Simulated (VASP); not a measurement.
# CsSi4Sb2: single point with PBE

CsSi4Sb2:

```
Cs Si Sb
1.0
     0.00000    5.55041    3.82097
     4.69588    0.00000    3.82097
     4.69588    5.55041    0.00000
Cs Si Sb
1 4 2
Direct
  0.08572 0.08572 0.91428
  0.60233 0.56909 0.18223
  0.56909 0.60233 0.64635
  0.35365 0.81777 0.43091
  0.81777 0.35365 0.39767
  0.83571 0.83571 0.66429
  0.33571 0.33571 0.16429
```

The cell was generated, and may not be a known phase.

```yaml
Program: VASP 6.6.1
Task: single point
Functional: PBE
Potentials_or_basis: VASP PAW PBE potentials, release 64 (Cs_sv, Si, Sb)
Cutoff: 520 eV
k_mesh: 6 × 6 × 6
Occupations: gaussian, width 0.1 eV
Spin: no spin polarisation
Dipole_correction: no
Further_INCAR_settings: ALGO = Fast; EDIFF = 1e-07; NBANDS = 26
```

```
Pressure               : 0.1 GPa
Largest force          : 0.021 eV/Å
Band gap on the k mesh : zero (an odd number of electrons rules out a gap without spin polarisation)
```

Forces on the atoms (eV/Å):
```
Cs   0.000  0.000  0.000
Si   0.015  0.015  0.000
Si  -0.015 -0.015  0.000
Si  -0.015  0.015  0.000
Si   0.015 -0.015  0.000
Sb   0.000  0.000  0.000
Sb   0.000  0.000  0.000
```

Levels at points of the mesh, in eV from the Fermi level:
| k point | band 14 | band 15 | band 16 | band 17 | band 18 | band 19 | band 20 | band 21 |
| --- | --- | --- | --- | --- | --- | --- | --- | --- |
| (0.00, 0.00, 0.00) | -3.08 | -2.87 | -2.43 | -0.60 | 0.61 | 0.95 | 1.04 | 1.53 |
| (0.50, 0.00, 0.00) | -3.03 | -2.34 | -1.91 | -1.07 | 0.14 | 0.91 | 1.19 | 1.46 |
| (0.50, 0.50, 0.00) | -1.87 | -1.57 | -1.51 | -1.43 | -1.25 | -0.79 | 0.71 | 1.89 |
| (0.50, 0.00, 0.50) | -3.23 | -2.78 | -2.02 | -0.91 | 0.04 | 0.20 | 0.37 | 0.43 |
| (0.00, 0.50, 0.50) | -2.96 | -1.74 | -1.66 | 0.21 | 0.51 | 0.98 | 1.02 | 1.12 |

Wall time 13 min on 1 thread of Oxide Virtual Turin-like Processor (shared host), peak memory 0.45 GiB.

Caveat: spin-orbit coupling is left out, which moves the levels of the heavy elements.
